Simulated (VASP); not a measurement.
# Ni (P6_3/mmc) in VASP: notebook

The runs below take Ni through single point, relaxation of cell and atoms, with PBEsol.

Everything below comes from runs of VASP 6.6.1. Logs are shortened: lines on timing, memory, paths and dates and some standing lists are left out, and cuts for length are marked.

## Step 1: The cell of the first run

It takes space group P6_3/mmc (No. 194, hexagonal). Conventional cell: a = 2.476 Å, b = 2.476 Å, c = 4.070 Å, α = 90.00°, β = 90.00°, γ = 120.00°. Ni (site symmetry -6m2) has 12 Ni at 2.48 to 2.49 Å within 3.3 Å.

## Step 2: Single point, PBEsol (volume scaled by 1.04)

INCAR

```
PREC     = Accurate       # precision mode
ENCUT    = 520            # plane-wave cutoff, eV
EDIFF    = 1E-6           # SCF threshold, eV
ISMEAR   = -1             # smearing method
SIGMA    = 0.1            # smearing width, eV
LREAL    = False          # projectors in reciprocal space
LASPH    = True           # aspherical terms in the spheres
NELM     = 100            # most SCF steps
ALGO     = Normal         # electronic algorithm
ISIF     = 2              # what is computed and relaxed
LWAVE    = False          # write WAVECAR
LCHARG   = False          # write CHGCAR
GGA      = PS             # functional
NBANDS   = 17             # bands
```

KPOINTS

```
Automatic mesh
0
Gamma
  17 17 9
```

POSCAR

```
Ni
1.0
    2.4756220379      0.0000000000      0.0000000000
   -1.2378110189      2.1439515750      0.0000000000
    0.0000000000      0.0000000000      4.0703984720
Ni
2
Direct
    0.3333333333      0.6666666667      0.2500000000
    0.6666666667      0.3333333333      0.7500000000
```

Potentials or basis: VASP PAW PBE potentials, release 64 (Ni).

The run is started by

```bash
$ cat potpaw_PBE.64/Ni/POTCAR > POTCAR
$ mpirun -np 1 vasp_std > vasp.out
```

OUTCAR:

```text
PREC = Accurate
   ENCUT = 520
   EDIFF = 1E-6
   ISMEAR = -1
   LREAL = False
   LASPH = True
   NELM = 100
   ISIF = 2
   GGA = PS

 ion  position               nearest neighbor table
   1  0.333  0.667  0.250-   2 2.49   2 2.49   2 2.49   2 2.49   2 2.49   2 2.49
   2  0.667  0.333  0.750-   1 2.49   1 2.49   1 2.49   1 2.49   1 2.49   1 2.49

  LATTYP: Found a hexagonal cell.
 ALAT       =     2.4756220379
 C/A-ratio  =     1.6441922110

  Lattice vectors:

 A1 = (   2.4756220379,   0.0000000000,   0.0000000000)
 A2 = (  -1.2378110189,   2.1439515750,   0.0000000000)
 A3 = (   0.0000000000,   0.0000000000,   4.0703984720)

Analysis of symmetry for initial positions (statically):
=====================================================================
 Subroutine PRICEL returns:
 Original cell was already a primitive cell.

 Routine SETGRP: Setting up the symmetry group for a
 hexagonal supercell.

 Subroutine GETGRP returns: Found 24 space group operations
 (whereof 12 operations were pure point group operations)
 out of a pool of 24 trial point group operations.

The static configuration has the point symmetry D_3d.
 The point group associated with its full space group is D_6h.

Analysis of symmetry for dynamics (positions and initial velocities):
=====================================================================
 Subroutine PRICEL returns:
 Original cell was already a primitive cell.

 Routine SETGRP: Setting up the symmetry group for a
 hexagonal supercell.

 Subroutine GETGRP returns: Found 24 space group operations
 (whereof 12 operations were pure point group operations)
 out of a pool of 24 trial point group operations.

The dynamic configuration has the point symmetry D_3d.
 The point group associated with its full space group is D_6h.

 Subroutine INISYM returns: Found 24 space group operations
 (whereof 12 operations are pure point group operations),
 and found     1 'primitive' translations

----------------------------------------------------------------------------------------

                                     Primitive cell

  volume of cell :      21.6041

  direct lattice vectors                    reciprocal lattice vectors
     2.475622038  0.000000000  0.000000000     0.403938883  0.233214223  0.000000000
    -1.237811019  2.143951575  0.000000000     0.000000000  0.466428445  0.000000000
     0.000000000  0.000000000  4.070398472     0.000000000  0.000000000  0.245676193

  length of vectors
     2.475622038  2.475622038  4.070398472     0.466428445  0.466428445  0.245676193

  position of ions in fractional coordinates (direct lattice)
     0.333333333  0.666666667  0.250000000
     0.666666667  0.333333333  0.750000000

  ion indices of the primitive-cell ions
   primitive index   ion index
                 1           1
                 2           2

----------------------------------------------------------------------------------------

 KPOINTS: Automatic mesh

Automatic generation of k-mesh.
 Grid dimensions read from file:
 generate k-points for:   17   17    9

 Generating k-lattice:

  Cartesian coordinates                     Fractional coordinates (reciprocal lattice)
     0.023761111  0.013718484  0.000000000     0.058823529  0.000000000  0.000000000
     0.000000000  0.027436967  0.000000000     0.000000000  0.058823529  0.000000000
     0.000000000  0.000000000  0.027297355     0.000000000  0.000000000  0.111111111

  Length of vectors
     0.027436967  0.027436967  0.027297355

  Shift w.r.t. Gamma in fractional coordinates (k-lattice)
     0.000000000  0.000000000  0.000000000

 Subroutine IBZKPT returns following result:
 ===========================================

 Found    165 irreducible k-points:

 Following reciprocal coordinates:
            Coordinates               Weight
  0.000000  0.000000  0.000000      1.000000
  0.058824 -0.000000  0.000000      6.000000
  0.117647  0.000000  0.000000      6.000000
  0.176471 -0.000000  0.000000      6.000000
  0.235294  0.000000  0.000000      6.000000
  0.294118  0.000000  0.000000      6.000000
[... 16 lines left out ...]
  0.411765  0.117647  0.000000     12.000000
  0.176471  0.176471  0.000000      6.000000
 [... further k-points ...]
   k-points           NKPTS =    165   k-points in BZ     NKDIM =    165   number of bands    NBANDS=     17
   number of dos      NEDOS =    301   number of ions     NIONS =      2
   total plane-waves  NPLWV =   9720
   dimension x,y,z NGX =    18 NGY =   18 NGZ =   30
   dimension x,y,z NGXF=    36 NGYF=   36 NGZF=   60
   ions per type =               2
   NGX,Y,Z   is equivalent  to a cutoff of  12.09, 12.09, 12.25 a.u.
   NGXF,Y,Z  is equivalent  to a cutoff of  24.18, 24.18, 24.51 a.u.
 SYSTEM =  unknown system
   PREC   = accura    normal or accurate (medium, high low for compatibility)
   ISTART =      0    job   : 0-new  1-cont  2-samecut
   ICHARG =      2    charge: 1-file 2-atom 10-const
   ISPIN  =      1    spin polarized calculation?
   LNONCOLLINEAR =      F non collinear calculations
   LSORBIT =      F    spin-orbit coupling
   LASPH  =      T    aspherical Exc in radial PAW
   ENCUT  =  520.0 eV  38.22 Ry    6.18 a.u.   4.60  4.60  7.57*2*pi/ulx,y,z
   NELM   =    100;   NELMIN=  2; NELMDL= -5     # of ELM steps
   EDIFF  = 0.1E-05   stopping-criterion for ELM
   LREAL  =      F    real-space projection
   EDIFFG = 0.1E-04   stopping-criterion for IOM
   NSW    =      0    number of steps for IOM
   IBRION =     -1    ionic relax: 0-MD 1-quasi-New 2-CG
   NFREE  =      0    steps in history (QN), initial steepest desc. (CG)
   ISIF   =      2    stress and relaxation
   ISYM   =      2    0-nonsym 1-usesym 2-fastsym
   POTIM  = 0.5000    time-step for ionic-motion
   TEBEG  =    0.0;   TEEND  =   0.0 temperature during run
   PSTRESS=    0.0 pullay stress
   NELECT =      20.0000    total number of electrons
   NUPDOWN=      -1.0000    fix difference up-down
   EMIN   =  10.00;   EMAX   =-10.00  energy-range for DOS
   EFERMI =   0.00;   METHOD = LEGACY
   ISMEAR =    -1;   SIGMA  =   0.10  broadening in eV -4-tet -1-fermi 0-gaus
   EFERMI_NEDOS =   21; number of points for ismear=-14 and -15
   IALGO  =     38    algorithm
   IMIX   =      4    mixing-type and parameters
     AMIX     =   0.40;   BMIX     =  1.00
     AMIX_MAG =   1.60;   BMIX_MAG =  1.00
  volume/ion in A,a.u.               =      10.80        72.90
  Fermi-wavevector in a.u.,A,eV,Ry     =   1.595534  3.015122 34.636746  2.545729
  Thomas-Fermi vector in A             =   2.693438
   LORBIT       =      0    0 simple, 1 ext, 2 COOP (PROOUT), +10 PAW based schemes
   GGA     = PS    functional components
   LHFCALC =     F    Hartree Fock is set to
   AEXX    =    0.0000 exact exchange contribution
   IVDW    =     0    specifies the selected vdW correction
   LEPSILON=     F    determine dielectric tensor
   LRPA    =     F    only Hartree local field effects (RPA)
 non-spin polarized calculation
  energy-cutoff  :      520.00
  volume of cell :       21.60
 maximum number of plane-waves:       597
   NGX =  9   NGY =  9   NGZ = 15

 number of electron      20.0000007 magnetization

 Free energy of the ion-electron system (eV)
  ---------------------------------------------------
  ext. energy  EPLUGINS =         0.00000000
  ---------------------------------------------------
  free energy    TOTEN  =       -12.20072105 eV

  energy without entropy =      -12.01221592  energy(sigma->0) =      -12.10646849

 E-fermi :   9.1471     XC(G=0): -13.4753

 val. band max:        9.1454225298   @ k =   0.3529   0.0000   0.0000
 cond. band min:       9.1471680968   @ k =   0.2353   0.1176   0.2222
 fundamental gap:      0.0017455669
 Fermi energy:         9.1470544151

 k-point     1 :       0.0000    0.0000    0.0000
  band No.  band energies     occupation
      1       0.1739      2.00000
      2       4.6200      2.00000
      3       7.2118      2.00000
      4       7.3045      2.00000
      5       7.3045      2.00000
      6       7.5818      2.00000
[... 9 lines left out ...]
     16      33.9450      0.00000
     17      34.8717      0.00000

 k-point     2 :       0.0588   -0.0000    0.0000
  band No.  band energies     occupation
      1       0.2957      2.00000
      2       4.6983      2.00000
      3       7.1219      2.00000
      4       7.3585      2.00000
      5       7.3785      2.00000
      6       7.5526      2.00000
[... 9 lines left out ...]
     16      32.5743      0.00000
     17      34.7773      0.00000

 k-point     3 :       0.1176    0.0000    0.0000
  band No.  band energies     occupation
      1       0.6562      2.00000
      2       4.9166      2.00000
      3       6.9610      2.00000
      4       7.3945      2.00000
      5       7.4296      2.00000
      6       7.5158      2.00000
[... 9 lines left out ...]
     16      31.6978      0.00000
     17      34.6800      0.00000

 k-point     4 :       0.1765   -0.0000    0.0000
  band No.  band energies     occupation
      1       1.2393      2.00000
      2       5.2177      2.00000
      3       6.7773      2.00000
      4       6.8332      2.00000
      5       7.3229      2.00000
      6       7.7352      2.00000
[... 9 lines left out ...]
     16      30.9915      0.00000
     17      32.4653      0.00000
[... 343 lines left out ...]
      1       4.7802      2.00000
      2       5.4983      2.00000
      3       5.6174      2.00000
      4       6.5834      2.00000
      5       7.1377      2.00000
      6       7.3855      2.00000
[... 9 lines left out ...]
     16      23.7757      0.00000
     17      24.8462      0.00000

 k-point    23 :       0.4118    0.1176    0.0000
  band No.  band energies     occupation
      1       5.1309      2.00000
      2       5.3881      2.00000
      3       5.5469      2.00000
      4       6.7458      2.00000
      5       7.1521      2.00000
      6       7.2772      2.00000
[... 9 lines left out ...]
     16      22.2758      0.00000
     17      23.4254      0.00000

 k-point    24 :       0.1765    0.1765    0.0000
  band No.  band energies     occupation
      1       3.1368      2.00000
      2       5.8588      2.00000
      3       6.0280      2.00000
      4       6.2499      2.00000
      5       7.2135      2.00000
      6       7.2805      2.00000
[... 9 lines left out ...]
     16      29.0903      0.00000
     17      29.5712      0.00000

 [... further k-points ...]
[... 5 lines left out ...]
  --------------------------------------------------------------------------------------
  -------------------------------------------------------------------------------------
  Total       -1.0860665     -1.0860665     -1.0964953     -0.0000000      0.0000000      0.0000000
  in kB      -80.5435498    -80.5435498    -81.3169591     -0.0000000      0.0000000      0.0000000
  external PRESSURE =     -80.8013529 kB  Pullay stress =       0.0000000 kB

 VOLUME and BASIS-vectors are now :
 -----------------------------------------------------------------------------
  energy-cutoff  :      520.00
  volume of cell :       21.60
      direct lattice vectors                 reciprocal lattice vectors
     2.475622038  0.000000000  0.000000000     0.403938883  0.233214223  0.000000000
    -1.237811019  2.143951575  0.000000000     0.000000000  0.466428445  0.000000000
     0.000000000  0.000000000  4.070398472     0.000000000  0.000000000  0.245676193

 POSITION                                       TOTAL-FORCE (eV/Angst)
 -----------------------------------------------------------------------------------
     -0.00000      1.42930      1.01760        -0.000000      0.000000      0.000000
      1.23781      0.71465      3.05280         0.000000     -0.000000      0.000000
 -----------------------------------------------------------------------------------
    total drift:                                0.000000      0.000000     -0.000000

  FREE ENERGIE OF THE ION-ELECTRON SYSTEM (eV)
  ---------------------------------------------------
  free  energy   TOTEN  =       -12.2007210497 eV

  energy  without entropy=      -12.0122159248  energy(sigma->0) =      -12.10646849
```

Run time: 28 s. Hardware: 1 thread of Intel Xeon Platinum 8488C (Sapphire Rapids), shared host; peak memory 0.16 GiB.

What came out:

```
Free energy            : -12.2007 eV
Pressure               : -8.1 GPa
Band gap on the k mesh : zero (band 10 reaches 9.23 eV, above the bottom of band 11 at 8.75 eV)
```

Levels at points of the mesh, in eV from the Fermi level:
| k point | band 8 | band 9 | band 10 | band 11 | band 12 | band 13 |
| --- | --- | --- | --- | --- | --- | --- |
| (0.00, 0.00, 0.00) | -1.13 | -1.13 | -0.30 | -0.17 | -0.17 | 5.96 |

Caveat: the PAW data sets were made with another functional, which shifts forces and pressure a little; the run has no spin polarisation, though such a crystal can be magnetic. Spin polarisation is off, so any magnetic state and its effect on volume and gap are missing.

[end of part 1 of 3]
